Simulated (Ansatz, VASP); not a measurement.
One calculation of SiC2, two programs

The input POSCAR:

```
SiC2
1.0
    2.9375683921      0.0000000000      0.0000000000
   -1.4687841961      2.5440088529      0.0000000000
    0.0000000000      0.0000000000      7.2261035319
C Si
4 2
Direct
    0.0000000000      0.0000000000      0.8886544379
    0.6666666667      0.3333333333      0.5352853117
    0.3333333333      0.6666666667      0.4647146883
    0.0000000000      0.0000000000      0.1113455621
    0.3333333333      0.6666666667      0.2036870810
    0.6666666667      0.3333333333      0.7963129190
```

Contents of INCAR.step1:

```
SYSTEM = SiC2
  PREC = Accurate
  ENCUT = 520
  EDIFF = 1E-5
  ISMEAR = 0
  SIGMA = 0.01
  LREAL = .FALSE.
  LASPH = .TRUE.
  NELM = 60
  ALGO = Normal
  ISIF = 2
  LWAVE = .TRUE.
  GGA = PE
  NBANDS = 21
```

Contents of INCAR.step2:

```
SYSTEM = SiC2
  PREC = Accurate
  ENCUT = 520
  EDIFF = 1E-7
  ISMEAR = 0
  SIGMA = 0.01
  LREAL = .FALSE.
  LASPH = .TRUE.
  NELM = 60
  ALGO = Normal
  ISIF = 2
  LWAVE = .FALSE.
  LCHARG = .TRUE.
  GGA = PE
  LHFCALC = .TRUE.
  HFSCREEN = 0.2079
  PRECFOCK = Fast
  LELF = .TRUE.
  LVHAR = .TRUE.
  ISTART = 1
  NBANDS = 21
```

Contents of KPOINTS:

```
Automatic mesh
0
G
  6 6 2
  0 0 0
```

Input for Ansatz:

```yaml
crystal:
  lattice:
    - [2.9375683921, 0.0, 0.0]
    - [-1.4687841961, 2.5440088529, 0.0]
    - [0.0, 0.0, 7.2261035319]
  atoms:
    - { symbol: C, position: [0.0, 0.0, 0.8886544379] }
    - { symbol: C, position: [0.6666666667, 0.3333333333, 0.5352853117] }
    - { symbol: Si, position: [0.3333333333, 0.6666666667, 0.203687081] }
    - { symbol: Si, position: [0.6666666667, 0.3333333333, 0.796312919] }
    - { symbol: C, position: [0.3333333333, 0.6666666667, 0.4647146883] }
    - { symbol: C, position: [0.0, 0.0, 0.1113455621] }
kpoints:
  mp_grid: { grid: [6, 6, 2] }
  band_path:
    path:
      - [0.0, 0.0, 0.0]
      - [0.5, 0.0, 0.0]
      - [0.3333333333, 0.3333333333, 0.0]
      - [0.0, 0.0, 0.5]
      - [0.5, 0.0, 0.5]
      - [0.3333333333, 0.3333333333, 0.5]
      - [0.0, 0.325521, 0.338542]
    npoints: 1
hamiltonian:
  xc: hse06
scf:
  occupations: { method: fixed }
  n_extra_bands: 5
output:
  forces: true
  stress: true
  eigenvalues: true
```

Alike in both runs: task single point; functional HSE06; k mesh 6 × 6 × 2; no spin polarisation.

|  | VASP | Ansatz |
| --- | --- | --- |
| version | VASP 6.6.1 | Ansatz 0.2.0 |
| potentials or method | VASP PAW PBE potentials, release 64 (C, Si) | plane waves, PAW |
| plane-wave cutoff (eV) | 520 | 420 |
| occupations | gaussian, width 0.01 eV | fixed |
| valence electrons in the cell | 24 | 24 |

VASP gave:

| Item | Value |
| --- | --- |
| gap on the k mesh at the Fermi level (eV) | 2.56 |
| pressure (GPa) | -2.9 |
| rms of the force components (eV/Å) | 0.115 |

Task: Which values does Ansatz return?

Result: gap on the k mesh at the Fermi level (eV): 2.56; pressure (GPa): -2.5; rms of the force components (eV/Å): 0.131.

Ansatz's warnings: stress exchange threshold loose, stress scf threshold loose.

The k mesh is coarse, so the values compare programs but aren't converged.
